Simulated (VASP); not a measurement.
# In2O3 (R-3c) in VASP: single point with PBE

Aim: the single point of In2O3 with PBE.

Everything below comes from runs of VASP 6.6.1. Logs are shortened: lines on timing, memory, paths and dates and some standing lists are left out, and cuts for length are marked.

## 1. The cell of the first run

The structure is trigonal, space group R-3c (No. 167). The conventional cell has a = 5.575 Å, b = 5.575 Å, c = 14.759 Å, α = 90.00°, β = 90.00°, γ = 120.00°. Within 2.9 Å of In (site symmetry 3) lie 6 O at 2.16 to 2.29 Å. O (site symmetry 2) has 4 In at 2.16 to 2.29 Å and 2 O at 2.86 Å within 2.9 Å.

## 2. Single point, PBE

The input, INCAR:

```
PREC = Accurate
ENCUT = 520
EDIFF = 1E-6
ISMEAR = 0
SIGMA = 0.02
LREAL = F
LASPH = T
NELM = 80
ALGO = Normal
ISIF = 2
LWAVE = F
LCHARG = F
GGA = PE
NBANDS = 55
```

The input, KPOINTS:

```
Automatic mesh
0
Gamma
  6 6 6
```

The input, POSCAR:

```
In2O3
1.0
    2.7876271353      1.6094372770      4.9196448571
   -2.7876271353      1.6094372770      4.9196448571
    0.0000000000     -3.2188745539      4.9196448571
In O
4 6
Direct
    0.3571943980      0.3571943980      0.3571943980
    0.1428056020      0.1428056020      0.1428056020
    0.6428056020      0.6428056020      0.6428056020
    0.8571943980      0.8571943980      0.8571943980
    0.5466113880      0.9533886120      0.2500000000
    0.2500000000      0.5466113880      0.9533886120
    0.9533886120      0.2500000000      0.5466113880
    0.4533886120      0.0466113880      0.7500000000
    0.7500000000      0.4533886120      0.0466113880
    0.0466113880      0.7500000000      0.4533886120
```

Potentials or basis: VASP PAW PBE potentials, release 64 (In_d, O).

The run is started by

```sh
$ cat potpaw_PBE.64/In_d/POTCAR potpaw_PBE.64/O/POTCAR > POTCAR
$ mpirun -np 1 vasp_std > vasp.out
```

OUTCAR:

```text
PREC = Accurate
   ENCUT = 520
   EDIFF = 1E-6
   ISMEAR = 0
   LREAL = F
   LASPH = T
   NELM = 80
   ISIF = 2
   GGA = PE

 ion  position               nearest neighbor table
   1  0.357  0.357  0.357-   8 2.16  10 2.16   9 2.16   6 2.29   5 2.29   7 2.29   2 3.16   3 3.30
                             3 3.30   3 3.30   2 3.67   2 3.67   2 3.67
   2  0.143  0.143  0.143-   8 2.16   9 2.16  10 2.16   7 2.29   5 2.29   6 2.29   1 3.16   4 3.30
                             4 3.30   4 3.30   1 3.67   1 3.67   1 3.67
   3  0.643  0.643  0.643-   5 2.16   7 2.16   6 2.16   9 2.29   8 2.29  10 2.29   4 3.16   1 3.30
                             1 3.30   1 3.30   4 3.67   4 3.67   4 3.67
   4  0.857  0.857  0.857-   5 2.16   6 2.16   7 2.16  10 2.29   8 2.29   9 2.29   3 3.16   2 3.30
                             2 3.30   2 3.30   3 3.67   3 3.67   3 3.67
   5  0.547  0.953  0.250-   3 2.16   4 2.16   1 2.29   2 2.29
   6  0.250  0.547  0.953-   4 2.16   3 2.16   1 2.29   2 2.29
   7  0.953  0.250  0.547-   3 2.16   4 2.16   2 2.29   1 2.29
   8  0.453  0.047  0.750-   1 2.16   2 2.16   3 2.29   4 2.29
   9  0.750  0.453  0.047-   2 2.16   1 2.16   3 2.29   4 2.29
  10  0.047  0.750  0.453-   1 2.16   2 2.16   4 2.29   3 2.29

  LATTYP: Found a trigonal (rhomboedric) cell.
 ALAT       =     5.8791205902
 COS(alpha) =     0.5503499711

  Lattice vectors:

 A1 = (   2.7876271353,   1.6094372770,   4.9196448571)
 A2 = (  -2.7876271353,   1.6094372770,   4.9196448571)
 A3 = (   0.0000000000,  -3.2188745539,   4.9196448571)

Analysis of symmetry for initial positions (statically):
=====================================================================
 Subroutine PRICEL returns:
 Original cell was already a primitive cell.

 Routine SETGRP: Setting up the symmetry group for a
 trigonal (rhombohedral) supercell.

 Subroutine GETGRP returns: Found 12 space group operations
 (whereof  6 operations were pure point group operations)
 out of a pool of 12 trial point group operations.

The static configuration has the point symmetry S_6 .
 The point group associated with its full space group is D_3d.

Analysis of symmetry for dynamics (positions and initial velocities):
=====================================================================
 Subroutine PRICEL returns:
 Original cell was already a primitive cell.

 Routine SETGRP: Setting up the symmetry group for a
 trigonal (rhombohedral) supercell.

 Subroutine GETGRP returns: Found 12 space group operations
 (whereof  6 operations were pure point group operations)
 out of a pool of 12 trial point group operations.

The dynamic configuration has the point symmetry S_6 .
 The point group associated with its full space group is D_3d.

 Subroutine INISYM returns: Found 12 space group operations
 (whereof  6 operations are pure point group operations),
 and found     1 'primitive' translations

----------------------------------------------------------------------------------------

                                     Primitive cell

  volume of cell :     132.4322

  direct lattice vectors                    reciprocal lattice vectors
     2.787627135  1.609437277  4.919644857     0.179364017  0.103555863  0.067755568
    -2.787627135  1.609437277  4.919644857    -0.179364017  0.103555863  0.067755568
     0.000000000 -3.218874554  4.919644857     0.000000000 -0.207111727  0.067755568

  length of vectors
     5.879120590  5.879120590  5.879120590     0.217913020  0.217913020  0.217913020

  position of ions in fractional coordinates (direct lattice)
     0.357194398  0.357194398  0.357194398
     0.142805602  0.142805602  0.142805602
     0.642805602  0.642805602  0.642805602
     0.857194398  0.857194398  0.857194398
     0.546611388  0.953388612  0.250000000
     0.250000000  0.546611388  0.953388612
     0.953388612  0.250000000  0.546611388
     0.453388612  0.046611388  0.750000000
     0.750000000  0.453388612  0.046611388
     0.046611388  0.750000000  0.453388612

  ion indices of the primitive-cell ions
   primitive index   ion index
                 1           1
                 2           2
                 3           3
                 4           4
                 5           5
                 6           6
                 7           7
                 8           8
                 9           9
                10          10

----------------------------------------------------------------------------------------

 KPOINTS: Automatic mesh

Automatic generation of k-mesh.
 Grid dimensions read from file:
 generate k-points for:    6    6    6

 Generating k-lattice:

  Cartesian coordinates                     Fractional coordinates (reciprocal lattice)
     0.029894003  0.017259311  0.011292595     0.166666667  0.000000000  0.000000000
    -0.029894003  0.017259311  0.011292595     0.000000000  0.166666667  0.000000000
     0.000000000 -0.034518621  0.011292595    -0.000000000 -0.000000000  0.166666667

  Length of vectors
     0.036318837  0.036318837  0.036318837

  Shift w.r.t. Gamma in fractional coordinates (k-lattice)
     0.000000000  0.000000000  0.000000000

 Subroutine IBZKPT returns following result:
 ===========================================

 Found     32 irreducible k-points:

 Following reciprocal coordinates:
            Coordinates               Weight
  0.000000  0.000000  0.000000      1.000000
  0.166667 -0.000000  0.000000      6.000000
  0.333333 -0.000000  0.000000      6.000000
  0.500000 -0.000000  0.000000      3.000000
  0.166667  0.166667  0.000000      6.000000
  0.333333  0.166667  0.000000     12.000000
[... 16 lines left out ...]
  0.500000  0.500000  0.166667      6.000000
 -0.333333  0.500000  0.166667     12.000000
 [... further k-points ...]
   k-points           NKPTS =     32   k-points in BZ     NKDIM =     32   number of bands    NBANDS=     55
   number of dos      NEDOS =    301   number of ions     NIONS =     10
   total plane-waves  NPLWV = 110592
   dimension x,y,z NGX =    48 NGY =   48 NGZ =   48
   dimension x,y,z NGXF=    96 NGYF=   96 NGZF=   96
   ions per type =               4   6
   NGX,Y,Z   is equivalent  to a cutoff of  13.57, 13.57, 13.57 a.u.
   NGXF,Y,Z  is equivalent  to a cutoff of  27.15, 27.15, 27.15 a.u.
 SYSTEM =  unknown system
   PREC   = accura    normal or accurate (medium, high low for compatibility)
   ISTART =      0    job   : 0-new  1-cont  2-samecut
   ICHARG =      2    charge: 1-file 2-atom 10-const
   ISPIN  =      1    spin polarized calculation?
   LNONCOLLINEAR =      F non collinear calculations
   LSORBIT =      F    spin-orbit coupling
   LASPH  =      T    aspherical Exc in radial PAW
   ENCUT  =  520.0 eV  38.22 Ry    6.18 a.u.  10.93 10.93 10.93*2*pi/ulx,y,z
   NELM   =     80;   NELMIN=  2; NELMDL= -5     # of ELM steps
   EDIFF  = 0.1E-05   stopping-criterion for ELM
   LREAL  =      F    real-space projection
   EDIFFG = 0.1E-04   stopping-criterion for IOM
   NSW    =      0    number of steps for IOM
   IBRION =     -1    ionic relax: 0-MD 1-quasi-New 2-CG
   NFREE  =      0    steps in history (QN), initial steepest desc. (CG)
   ISIF   =      2    stress and relaxation
   ISYM   =      2    0-nonsym 1-usesym 2-fastsym
   POTIM  = 0.5000    time-step for ionic-motion
   TEBEG  =    0.0;   TEEND  =   0.0 temperature during run
   PSTRESS=    0.0 pullay stress
   NELECT =      88.0000    total number of electrons
   NUPDOWN=      -1.0000    fix difference up-down
   EMIN   =  10.00;   EMAX   =-10.00  energy-range for DOS
   EFERMI =   0.00;   METHOD = LEGACY
   ISMEAR =     0;   SIGMA  =   0.02  broadening in eV -4-tet -1-fermi 0-gaus
   EFERMI_NEDOS =   21; number of points for ismear=-14 and -15
   IALGO  =     38    algorithm
   IMIX   =      4    mixing-type and parameters
     AMIX     =   0.40;   BMIX     =  1.00
     AMIX_MAG =   1.60;   BMIX_MAG =  1.00
  volume/ion in A,a.u.               =      13.24        89.37
  Fermi-wavevector in a.u.,A,eV,Ry     =   1.428580  2.699624 27.767313  2.040840
  Thomas-Fermi vector in A             =   2.548626
   LORBIT       =      0    0 simple, 1 ext, 2 COOP (PROOUT), +10 PAW based schemes
   GGA     = PE    functional components
   LHFCALC =     F    Hartree Fock is set to
   AEXX    =    0.0000 exact exchange contribution
   IVDW    =     0    specifies the selected vdW correction
   LEPSILON=     F    determine dielectric tensor
   LRPA    =     F    only Hartree local field effects (RPA)
 non-spin polarized calculation
 Gauss-broadening in eV      SIGMA  =   0.02
  energy-cutoff  :      520.00
  volume of cell :      132.43
 maximum number of plane-waves:      3589
 NGX is ok and might be reduce to    48
   NGX = 21   NGY = 21   NGZ = 21

 number of electron      88.0000007 magnetization

 Free energy of the ion-electron system (eV)
  ---------------------------------------------------
  ext. energy  EPLUGINS =         0.00000000
  ---------------------------------------------------
  free energy    TOTEN  =       -55.47549592 eV

  energy without entropy =      -55.47549592  energy(sigma->0) =      -55.47549592

 E-fermi :   5.1907     XC(G=0): -10.9755

 val. band max:        5.0605233111   @ k =  -0.1667   0.1667   0.0000
 cond. band min:       6.0207113334   @ k =   0.0000   0.0000   0.0000
 fundamental gap:      0.9601880223
 Fermi energy:         5.1906583054

 k-point     1 :       0.0000    0.0000    0.0000
  band No.  band energies     occupation
      1     -12.2838      2.00000
      2     -11.4830      2.00000
      3     -11.4830      2.00000
      4     -11.2869      2.00000
      5     -11.2869      2.00000
      6     -11.2068      2.00000
[... 47 lines left out ...]
     54      14.7046      0.00000
     55      15.1757      0.00000

 k-point     2 :       0.1667   -0.0000    0.0000
  band No.  band energies     occupation
      1     -12.2140      2.00000
      2     -11.4743      2.00000
      3     -11.4692      2.00000
      4     -11.3487      2.00000
      5     -11.3019      2.00000
      6     -11.2308      2.00000
[... 47 lines left out ...]
     54      15.2695      0.00000
     55      15.2738      0.00000

 k-point     3 :       0.3333   -0.0000    0.0000
  band No.  band energies     occupation
      1     -12.0248      2.00000
      2     -11.5264      2.00000
      3     -11.4433      2.00000
      4     -11.4285      2.00000
      5     -11.3424      2.00000
      6     -11.2899      2.00000
[... 1152 lines left out ...]
 k-point    23 :       0.5000    0.5000    0.1667
  band No.  band energies     occupation
      1     -11.8874      2.00000
      2     -11.6534      2.00000
      3     -11.4855      2.00000
      4     -11.3993      2.00000
      5     -11.3637      2.00000
      6     -11.2294      2.00000
[... 47 lines left out ...]
     54      15.6983      0.00000
     55      16.2355      0.00000

 k-point    24 :      -0.3333    0.5000    0.1667
  band No.  band energies     occupation
      1     -11.8230      2.00000
      2     -11.6935      2.00000
      3     -11.4960      2.00000
      4     -11.4314      2.00000
      5     -11.3257      2.00000
      6     -11.2388      2.00000
[... 47 lines left out ...]
     54      15.4088      0.00000
     55      16.0206      0.00000

 [... further k-points ...]

------------------------ aborting loop because EDIFF is reached ----------------------------------------

  FORCE on cell =-STRESS in cart. coord.  units (eV):
  Direction    XX          YY          ZZ          XY          YZ          ZX
  --------------------------------------------------------------------------------------
  -------------------------------------------------------------------------------------
  Total        0.3748904      0.3748904      0.2276394      0.0000000      0.0000000      0.0000000
  in kB        4.5354576      4.5354576      2.7540020      0.0000000      0.0000000      0.0000000
  external PRESSURE =       3.9416391 kB  Pullay stress =       0.0000000 kB

 VOLUME and BASIS-vectors are now :
 -----------------------------------------------------------------------------
  energy-cutoff  :      520.00
  volume of cell :      132.43
      direct lattice vectors                 reciprocal lattice vectors
     2.787627135  1.609437277  4.919644857     0.179364017  0.103555863  0.067755568
    -2.787627135  1.609437277  4.919644857    -0.179364017  0.103555863  0.067755568
     0.000000000 -3.218874554  4.919644857     0.000000000 -0.207111727  0.067755568

 POSITION                                       TOTAL-FORCE (eV/Angst)
 -----------------------------------------------------------------------------------
      0.00000      0.00000      5.27181         0.000000     -0.000000     -0.013517
      0.00000      0.00000      2.10766         0.000000      0.000000      0.013517
      0.00000      0.00000      9.48713         0.000000      0.000000      0.013517
      0.00000      0.00000     12.65128         0.000000     -0.000000     -0.013517
     -1.13394      1.60944      8.60938        -0.014612      0.000000      0.000000
     -0.82684     -1.78674      8.60938         0.007306     -0.012654     -0.000000
      1.96079      0.17731      8.60938         0.007306      0.012654     -0.000000
      1.13394     -1.60944      6.14956         0.014612      0.000000      0.000000
      0.82684      1.78674      6.14956        -0.007306      0.012654     -0.000000
     -1.96079     -0.17731      6.14956        -0.007306     -0.012654     -0.000000
 -----------------------------------------------------------------------------------
    total drift:                                0.000000      0.000000     -0.000000

  FREE ENERGIE OF THE ION-ELECTRON SYSTEM (eV)
  ---------------------------------------------------
  free  energy   TOTEN  =       -55.4754959246 eV

  energy  without entropy=      -55.4754959246  energy(sigma->0) =      -55.47549592
```

Wall time 4.9 min (1 thread of Intel Xeon Platinum 8375C at 2.90GHz (Ice Lake), shared host); peak memory 0.4 GiB.

Results:

```yaml
Free_energy: -55.4755 eV
Pressure: 0.4 GPa
Largest_force: 0.015 eV/Å
Band_gap_on_the_k_mesh: 0.96 eV, indirect (least direct gap 1.04 eV)
```

Forces in eV/Å, atoms in the order of the input:
```
In   0.000  0.000 -0.014
In   0.000  0.000  0.014
In   0.000  0.000  0.014
In   0.000  0.000 -0.014
O   -0.015  0.000  0.000
O    0.007 -0.013  0.000
O    0.007  0.013  0.000
O    0.015  0.000  0.000
O   -0.007  0.013  0.000
O   -0.007 -0.013  0.000
```

Stress tensor (GPa, compression positive):
```
0.45 0.00 0.00
0.00 0.45 0.00
0.00 0.00 0.28
```

Levels at points of the mesh, in eV from the valence-band top:
| k point | band 41 | band 42 | band 43 | band 44 | band 45 | band 46 | band 47 | band 48 |
| --- | --- | --- | --- | --- | --- | --- | --- | --- |
| (0.00, 0.00, 0.00) | -0.24 | -0.24 | -0.08 | -0.08 | 0.96 | 5.32 | 5.85 | 6.95 |
| (0.50, 0.00, 0.00) | -0.72 | -0.72 | -0.06 | -0.06 | 4.62 | 4.62 | 5.54 | 5.54 |
| (0.50, 0.50, 0.00) | -0.52 | -0.35 | -0.10 | -0.05 | 4.81 | 5.18 | 6.06 | 6.21 |
| (0.50, 0.50, 0.50) | -0.19 | -0.19 | -0.19 | -0.19 | 4.10 | 4.10 | 6.72 | 6.72 |

Caveat: spin-orbit coupling is left out, which moves the levels of the heavy elements.
